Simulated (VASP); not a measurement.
# BN (P4_2/mnm) in VASP: a series of runs

BN is run at these levels: PBEsol; tasks: single point.

All numbers are computed with VASP 6.6.1; they aren't measurements. Logs are shortened: lines on timing, memory, paths and dates and some standing lists are left out, and cuts for length are marked.

## Step 1: The cell of the first run

The structure is tetragonal, space group P4_2/mnm (No. 136). Conventional cell: a = 4.464 Å, b = 4.464 Å, c = 2.462 Å, α = 90.00°, β = 90.00°, γ = 90.00°. Within 2.0 Å of B (site symmetry m2m) lie 4 N at 1.51 to 1.62 Å. N (site symmetry m2m) has 4 B at 1.51 to 1.62 Å within 2.0 Å.

## Step 2: Single point, PBEsol

INCAR

```
SYSTEM = BN
ALGO = Normal
EDIFF = 1E-6
ENCUT = 520
GGA = PS
ISIF = 2
ISMEAR = 0
LASPH = .TRUE.
LCHARG = .FALSE.
LREAL = .FALSE.
LWAVE = .FALSE.
NBANDS = 26
NELM = 60
PREC = Accurate
SIGMA = 0.05
```

KPOINTS

```
k-points
0
G
  6 6 10
  0 0 0
```

POSCAR

```
BN
1.0
    4.4642000000      0.0000000000      0.0000000000
    0.0000000000      4.4642000000      0.0000000000
    0.0000000000      0.0000000000      2.4619000000
B N
4 4
Direct
    0.1741337327      0.8258662673      0.5000000000
    0.3258662673      0.3258662673      0.0000000000
    0.6741337327      0.6741337327      0.0000000000
    0.8258662673      0.1741337327      0.5000000000
    0.8123909516      0.8123909516      0.5000000000
    0.3123909516      0.6876090484      0.0000000000
    0.6876090484      0.3123909516      0.0000000000
    0.1876090484      0.1876090484      0.5000000000
```

Potentials or basis: VASP PAW PBE potentials, release 64 (B, N).

Run with:

```console
$ cat potpaw_PBE.64/B/POTCAR potpaw_PBE.64/N/POTCAR > POTCAR
$ mpirun -np 1 vasp_std > vasp.out
```

OUTCAR:

```text
SYSTEM = BN
   EDIFF = 1E-6
   ENCUT = 520
   GGA = PS
   ISIF = 2
   ISMEAR = 0
   LASPH = .TRUE.
   LREAL = .FALSE.
   NELM = 60
   PREC = Accurate

 ion  position               nearest neighbor table
   1  0.174  0.826  0.500-   6 1.51   6 1.51   8 1.62   5 1.62
   2  0.326  0.326  0.000-   8 1.51   8 1.51   6 1.62   7 1.62
   3  0.674  0.674  0.000-   5 1.51   5 1.51   7 1.62   6 1.62
   4  0.826  0.174  0.500-   7 1.51   7 1.51   8 1.62   5 1.62
   5  0.812  0.812  0.500-   3 1.51   3 1.51   4 1.62   1 1.62
   6  0.312  0.688  0.000-   1 1.51   1 1.51   3 1.62   2 1.62
   7  0.688  0.312  0.000-   4 1.51   4 1.51   2 1.62   3 1.62
   8  0.188  0.188  0.500-   2 1.51   2 1.51   4 1.62   1 1.62

  LATTYP: Found a simple tetragonal cell.
 ALAT       =     4.4642000000
 C/A-ratio  =     0.5514761883

  Lattice vectors:

 A1 = (   4.4642000000,   0.0000000000,   0.0000000000)
 A2 = (   0.0000000000,   4.4642000000,   0.0000000000)
 A3 = (   0.0000000000,   0.0000000000,   2.4619000000)

Analysis of symmetry for initial positions (statically):
=====================================================================
 Subroutine PRICEL returns:
 Original cell was already a primitive cell.

 Routine SETGRP: Setting up the symmetry group for a
 simple tetragonal supercell.

 Subroutine GETGRP returns: Found 16 space group operations
 (whereof  8 operations were pure point group operations)
 out of a pool of 16 trial point group operations.

The static configuration has the point symmetry D_2h.
 The point group associated with its full space group is D_4h.

Analysis of symmetry for dynamics (positions and initial velocities):
=====================================================================
 Subroutine PRICEL returns:
 Original cell was already a primitive cell.

 Routine SETGRP: Setting up the symmetry group for a
 simple tetragonal supercell.

 Subroutine GETGRP returns: Found 16 space group operations
 (whereof  8 operations were pure point group operations)
 out of a pool of 16 trial point group operations.

The dynamic configuration has the point symmetry D_2h.
 The point group associated with its full space group is D_4h.

 Subroutine INISYM returns: Found 16 space group operations
 (whereof  8 operations are pure point group operations),
 and found     1 'primitive' translations

----------------------------------------------------------------------------------------

                                     Primitive cell

  volume of cell :      49.0634

  direct lattice vectors                    reciprocal lattice vectors
     4.464200000  0.000000000  0.000000000     0.224004301  0.000000000  0.000000000
     0.000000000  4.464200000  0.000000000     0.000000000  0.224004301  0.000000000
     0.000000000  0.000000000  2.461900000     0.000000000  0.000000000  0.406190341

  length of vectors
     4.464200000  4.464200000  2.461900000     0.224004301  0.224004301  0.406190341

  position of ions in fractional coordinates (direct lattice)
     0.174133733  0.825866267  0.500000000
     0.325866267  0.325866267  0.000000000
     0.674133733  0.674133733  0.000000000
     0.825866267  0.174133733  0.500000000
     0.812390952  0.812390952  0.500000000
     0.312390952  0.687609048  0.000000000
     0.687609048  0.312390952  0.000000000
     0.187609048  0.187609048  0.500000000

  ion indices of the primitive-cell ions
   primitive index   ion index
                 1           1
                 2           2
                 3           3
                 4           4
                 5           5
                 6           6
                 7           7
                 8           8

----------------------------------------------------------------------------------------

 KPOINTS: k-points

Automatic generation of k-mesh.
 Grid dimensions read from file:
 generate k-points for:    6    6   10

 Generating k-lattice:

  Cartesian coordinates                     Fractional coordinates (reciprocal lattice)
     0.037334050  0.000000000  0.000000000     0.166666667  0.000000000  0.000000000
     0.000000000  0.037334050  0.000000000     0.000000000  0.166666667  0.000000000
     0.000000000  0.000000000  0.040619034     0.000000000  0.000000000  0.100000000

  Length of vectors
     0.037334050  0.037334050  0.040619034

  Shift w.r.t. Gamma in fractional coordinates (k-lattice)
     0.000000000  0.000000000  0.000000000

 Subroutine IBZKPT returns following result:
 ===========================================

 Found     60 irreducible k-points:

 Following reciprocal coordinates:
            Coordinates               Weight
  0.000000  0.000000  0.000000      1.000000
  0.166667  0.000000  0.000000      4.000000
  0.333333  0.000000  0.000000      4.000000
  0.500000  0.000000  0.000000      2.000000
  0.166667  0.166667  0.000000      4.000000
  0.333333  0.166667  0.000000      8.000000
[... 16 lines left out ...]
  0.333333  0.000000  0.200000      8.000000
  0.500000  0.000000  0.200000      4.000000
 [... further k-points ...]
   k-points           NKPTS =     60   k-points in BZ     NKDIM =     60   number of bands    NBANDS=     26
   number of dos      NEDOS =    301   number of ions     NIONS =      8
   total plane-waves  NPLWV =  23328
   dimension x,y,z NGX =    36 NGY =   36 NGZ =   18
   dimension x,y,z NGXF=    72 NGYF=   72 NGZF=   36
   ions per type =               4   4
   NGX,Y,Z   is equivalent  to a cutoff of  13.41, 13.41, 12.15 a.u.
   NGXF,Y,Z  is equivalent  to a cutoff of  26.81, 26.81, 24.31 a.u.
 SYSTEM =  BN
   PREC   = accura    normal or accurate (medium, high low for compatibility)
   ISTART =      0    job   : 0-new  1-cont  2-samecut
   ICHARG =      2    charge: 1-file 2-atom 10-const
   ISPIN  =      1    spin polarized calculation?
   LNONCOLLINEAR =      F non collinear calculations
   LSORBIT =      F    spin-orbit coupling
   LASPH  =      T    aspherical Exc in radial PAW
   ENCUT  =  520.0 eV  38.22 Ry    6.18 a.u.   8.30  8.30  4.58*2*pi/ulx,y,z
   NELM   =     60;   NELMIN=  2; NELMDL= -5     # of ELM steps
   EDIFF  = 0.1E-05   stopping-criterion for ELM
   LREAL  =      F    real-space projection
   EDIFFG = 0.1E-04   stopping-criterion for IOM
   NSW    =      0    number of steps for IOM
   IBRION =     -1    ionic relax: 0-MD 1-quasi-New 2-CG
   NFREE  =      0    steps in history (QN), initial steepest desc. (CG)
   ISIF   =      2    stress and relaxation
   ISYM   =      2    0-nonsym 1-usesym 2-fastsym
   POTIM  = 0.5000    time-step for ionic-motion
   TEBEG  =    0.0;   TEEND  =   0.0 temperature during run
   PSTRESS=    0.0 pullay stress
   NELECT =      32.0000    total number of electrons
   NUPDOWN=      -1.0000    fix difference up-down
   EMIN   =  10.00;   EMAX   =-10.00  energy-range for DOS
   EFERMI =   0.00;   METHOD = LEGACY
   ISMEAR =     0;   SIGMA  =   0.05  broadening in eV -4-tet -1-fermi 0-gaus
   EFERMI_NEDOS =   21; number of points for ismear=-14 and -15
   IALGO  =     38    algorithm
   IMIX   =      4    mixing-type and parameters
     AMIX     =   0.40;   BMIX     =  1.00
     AMIX_MAG =   1.60;   BMIX_MAG =  1.00
  volume/ion in A,a.u.               =       6.13        41.39
  Fermi-wavevector in a.u.,A,eV,Ry     =   1.419729  2.682900 27.424334  2.015632
  Thomas-Fermi vector in A             =   2.540719
   LORBIT       =      0    0 simple, 1 ext, 2 COOP (PROOUT), +10 PAW based schemes
   GGA     = PS    functional components
   LHFCALC =     F    Hartree Fock is set to
   AEXX    =    0.0000 exact exchange contribution
   IVDW    =     0    specifies the selected vdW correction
   LEPSILON=     F    determine dielectric tensor
   LRPA    =     F    only Hartree local field effects (RPA)
 non-spin polarized calculation
 Gauss-broadening in eV      SIGMA  =   0.05
  energy-cutoff  :      520.00
  volume of cell :       49.06
 maximum number of plane-waves:      1349
 NGX is ok and might be reduce to    36
   NGX = 17   NGY = 17   NGZ =  9

 number of electron      32.0000004 magnetization

 Free energy of the ion-electron system (eV)
  ---------------------------------------------------
  ext. energy  EPLUGINS =         0.00000000
  ---------------------------------------------------
  free energy    TOTEN  =       -72.29614189 eV

  energy without entropy =      -72.29614189  energy(sigma->0) =      -72.29614189

 E-fermi :   7.0765     XC(G=0): -12.7248

 val. band max:        6.8690486744   @ k =   0.0000   0.0000   0.0000
 cond. band min:      11.4709646052   @ k =   0.0000   0.0000   0.3000
 fundamental gap:      4.6019159308
 Fermi energy:         7.0765004229

 k-point     1 :       0.0000    0.0000    0.0000
  band No.  band energies     occupation
      1     -13.2437      2.00000
      2      -9.3847      2.00000
      3      -9.3847      2.00000
      4      -8.9193      2.00000
      5      -3.3582      2.00000
      6      -2.4370      2.00000
[... 18 lines left out ...]
     25      18.2661      0.00000
     26      20.3119      0.00000

 k-point     2 :       0.1667    0.0000    0.0000
  band No.  band energies     occupation
      1     -13.1025      2.00000
      2     -10.1299      2.00000
      3      -9.2914      2.00000
      4      -8.5142      2.00000
      5      -3.4788      2.00000
      6      -2.0186      2.00000
[... 18 lines left out ...]
     25      18.4235      0.00000
     26      19.9128      0.00000

 k-point     3 :       0.3333    0.0000    0.0000
  band No.  band energies     occupation
      1     -12.6844      2.00000
      2     -11.1248      2.00000
      3      -9.0322      2.00000
      4      -8.4269      2.00000
      5      -3.4899      2.00000
      6      -2.2420      2.00000
[... 18 lines left out ...]
     25      18.9034      0.00000
     26      18.9903      0.00000

 k-point     4 :       0.5000    0.0000    0.0000
  band No.  band energies     occupation
      1     -12.0100      2.00000
      2     -12.0100      2.00000
      3      -8.6860      2.00000
      4      -8.6860      2.00000
      5      -3.0588      2.00000
      6      -3.0588      2.00000
[... 18 lines left out ...]
     25      18.9955      0.00000
     26      18.9955      0.00000

 k-point     5 :       0.1667    0.1667    0.0000
  band No.  band energies     occupation
      1     -12.9628      2.00000
      2     -10.2786      2.00000
      3      -9.6076      2.00000
      4      -8.3857      2.00000
      5      -3.4240      2.00000
      6      -1.7507      2.00000
[... 18 lines left out ...]
     25      18.3323      0.00000
     26      19.8955      0.00000

 k-point     6 :       0.3333    0.1667    0.0000
  band No.  band energies     occupation
      1     -12.5506      2.00000
      2     -11.0497      2.00000
      3      -9.4644      2.00000
      4      -8.5779      2.00000
      5      -3.1376      2.00000
      6      -1.6986      2.00000
[... 427 lines left out ...]
 k-point    21 :       0.0000    0.0000    0.2000
  band No.  band energies     occupation
      1     -12.5628      2.00000
      2      -8.8447      2.00000
      3      -8.8447      2.00000
      4      -8.5145      2.00000
      5      -3.0898      2.00000
      6      -1.6362      2.00000
[... 18 lines left out ...]
     25      19.4425      0.00000
     26      20.8553      0.00000

 k-point    22 :       0.1667    0.0000    0.2000
  band No.  band energies     occupation
      1     -12.4251      2.00000
      2      -9.5683      2.00000
      3      -8.7611      2.00000
      4      -8.1182      2.00000
      5      -3.0705      2.00000
      6      -1.2748      2.00000
[... 18 lines left out ...]
     25      19.4725      0.00000
     26      20.2899      0.00000

 k-point    23 :       0.3333    0.0000    0.2000
  band No.  band energies     occupation
      1     -12.0184      2.00000
      2     -10.5139      2.00000
      3      -8.5322      2.00000
      4      -8.0248      2.00000
      5      -2.9431      2.00000
      6      -1.7437      2.00000
[... 18 lines left out ...]
     25      19.4489      0.00000
     26      20.3054      0.00000

 k-point    24 :       0.5000    0.0000    0.2000
  band No.  band energies     occupation
      1     -11.3650      2.00000
      2     -11.3650      2.00000
      3      -8.2349      2.00000
      4      -8.2349      2.00000
      5      -2.5078      2.00000
      6      -2.5078      2.00000
[... 18 lines left out ...]
     25      19.3731      0.00000
     26      19.3731      0.00000

 [... further k-points ...]

------------------------ aborting loop because EDIFF is reached ----------------------------------------

  FORCE on cell =-STRESS in cart. coord.  units (eV):
  Direction    XX          YY          ZZ          XY          YZ          ZX
  --------------------------------------------------------------------------------------
  -------------------------------------------------------------------------------------
  Total       -3.1885961     -3.1885961      9.2378294      0.0000000      0.0000000      0.0000000
  in kB     -104.1243726   -104.1243726    301.6635414      0.0000000      0.0000000      0.0000000
  external PRESSURE =      31.1382654 kB  Pullay stress =       0.0000000 kB

 VOLUME and BASIS-vectors are now :
 -----------------------------------------------------------------------------
  energy-cutoff  :      520.00
  volume of cell :       49.06
      direct lattice vectors                 reciprocal lattice vectors
     4.464200000  0.000000000  0.000000000     0.224004301  0.000000000  0.000000000
     0.000000000  4.464200000  0.000000000     0.000000000  0.224004301  0.000000000
     0.000000000  0.000000000  2.461900000     0.000000000  0.000000000  0.406190341

 POSITION                                       TOTAL-FORCE (eV/Angst)
 -----------------------------------------------------------------------------------
      0.77737      3.68683      1.23095        -0.112996      0.112996      0.000000
      1.45473      1.45473      0.00000         0.112996      0.112996      0.000000
      3.00947      3.00947      0.00000        -0.112996     -0.112996     -0.000000
      3.68683      0.77737      1.23095         0.112996     -0.112996     -0.000000
      3.62668      3.62668      1.23095         0.310335      0.310335      0.000000
      1.39458      3.06962      0.00000         0.310335     -0.310335     -0.000000
      3.06962      1.39458      0.00000        -0.310335      0.310335     -0.000000
      0.83752      0.83752      1.23095        -0.310335     -0.310335     -0.000000
 -----------------------------------------------------------------------------------
    total drift:                                0.000000      0.000000      0.000000

  FREE ENERGIE OF THE ION-ELECTRON SYSTEM (eV)
  ---------------------------------------------------
  free  energy   TOTEN  =       -72.2961418942 eV

  energy  without entropy=      -72.2961418941  energy(sigma->0) =      -72.29614189
```

It took 36 s on 1 thread of AMD EPYC 9R45 (Zen 5), shared host; peak memory 0.16 GiB.

Results:

```yaml
Free_energy: -72.2961 eV
Pressure: 3.1 GPa
Largest_force: 0.439 eV/Å
Band_gap_on_the_k_mesh: 4.60 eV (least direct gap 5.84 eV)
```

Forces in eV/Å, atoms in the order of the input:
```
B   -0.113  0.113  0.000
B    0.113  0.113  0.000
B   -0.113 -0.113  0.000
B    0.113 -0.113  0.000
N    0.310  0.310  0.000
N    0.310 -0.310  0.000
N   -0.310  0.310  0.000
N   -0.310 -0.310  0.000
```

Levels at points of the mesh, in eV from the valence-band top:
| k point | band 12 | band 13 | band 14 | band 15 | band 16 | band 17 | band 18 | band 19 | band 20 | band 21 |
| --- | --- | --- | --- | --- | --- | --- | --- | --- | --- | --- |
| (0.00, 0.00, 0.00) | -1.89 | -0.15 | -0.07 | -0.07 | 0.00 | 7.87 | 7.87 | 8.32 | 8.33 | 8.46 |
| (0.50, 0.00, 0.00) | -3.26 | -1.26 | -1.26 | -1.08 | -1.08 | 7.88 | 7.88 | 8.63 | 8.63 | 9.28 |
| (0.50, 0.50, 0.00) | -2.99 | -2.57 | -2.57 | -2.03 | -2.03 | 7.31 | 7.31 | 9.08 | 9.08 | 9.85 |
| (0.00, 0.00, 0.50) | -4.72 | -4.29 | -4.29 | -3.27 | -3.27 | 6.36 | 6.36 | 10.05 | 10.05 | 11.23 |
| (0.50, 0.00, 0.50) | -4.52 | -3.44 | -3.44 | -2.34 | -2.34 | 6.73 | 6.73 | 8.64 | 8.64 | 9.03 |
| (0.50, 0.50, 0.50) | -3.66 | -2.82 | -2.82 | -2.52 | -2.52 | 6.15 | 6.15 | 6.77 | 6.77 | 8.17 |

Caveat: the stress differs along the axes, from -10 to 30 GPa; the PAW data sets were made with another functional, which shifts forces and pressure a little. A k mesh can miss the band edges.

## Step 3: Single point, PBEsol

This run uses another cell than the first one, of 6.22 Å³/atom.

INCAR

```
SYSTEM = BN
ALGO = Normal
EDIFF = 1E-6
ENCUT = 520
GGA = PS
ISIF = 2
ISMEAR = 0
LASPH = .True.
LCHARG = .False.
LREAL = .False.
LWAVE = .False.
NBANDS = 26
NELM = 100
PREC = Accurate
SIGMA = 0.05
```

KPOINTS

```
k-points
0
Gamma
  6 6 10
  0 0 0
```

POSCAR, as its differences from that of step 2:

```diff
@@ -2,5 +2,5 @@
 1.0
-    4.4642000000      0.0000000000      0.0000000000
-    0.0000000000      4.4642000000      0.0000000000
-    0.0000000000      0.0000000000      2.4619000000
+    4.2993000000      0.0000000000      0.0000000000
+    0.0000000000      4.2993000000      0.0000000000
+    0.0000000000      0.0000000000      2.6903000000
 B N
```

Potentials or basis: VASP PAW PBE potentials, release 64 (B, N).

Run with:

```console
$ cat potpaw_PBE.64/B/POTCAR potpaw_PBE.64/N/POTCAR > POTCAR
$ mpirun -np 1 vasp_std > vasp.out
```

It took 31 s on 1 thread of AMD EPYC 9R45 (Zen 5), shared host; peak memory 0.15 GiB.

It converged, with:

```
Free energy            : -71.9258 eV
Pressure               : -4.0 GPa
Largest force          : 0.863 eV/Å
Band gap on the k mesh : 4.50 eV (least direct gap 4.86 eV)
```

Forces in eV/Å, atoms in the order of the input:
```
B    0.208 -0.208  0.000
B   -0.208 -0.208  0.000
B    0.208  0.208  0.000
B   -0.208  0.208  0.000
N   -0.610 -0.610  0.000
N   -0.610  0.610  0.000
N    0.610 -0.610  0.000
N    0.610  0.610  0.000
```

Stress tensor (GPa, compression positive):
```
 17.32   0.00   0.00
  0.00  17.32   0.00
  0.00   0.00 -46.69
```

Levels at points of the mesh, in eV from the valence-band top:
```
           k point  band 12  band 13  band 14  band 15  band 16  band 17  band 18  band 19  band 20  band 21
(0.00, 0.00, 0.00)    -2.95    -0.82    -0.76     0.00     0.00     4.86     6.15     8.24     8.24     8.32
(0.50, 0.00, 0.00)    -3.18    -1.93    -1.93    -1.47    -1.47     6.12     6.12     7.93     7.93     8.90
(0.50, 0.50, 0.00)    -3.99    -3.20    -3.20    -2.22    -2.22     6.63     6.63     7.07     7.07     7.79
(0.00, 0.00, 0.50)    -5.61    -4.17    -4.17    -3.61    -3.61     6.20     6.20    10.55    10.55    11.83
(0.50, 0.00, 0.50)    -4.87    -3.94    -3.94    -1.93    -1.93     6.84     6.84     8.84     8.84     9.60
(0.50, 0.50, 0.50)    -3.39    -3.36    -3.36    -2.45    -2.45     6.20     6.20     7.27     7.27     8.54
```

Caveat: the stress differs along the axes, from -47 to 17 GPa; the PAW data sets were made with another functional, which shifts forces and pressure a little.
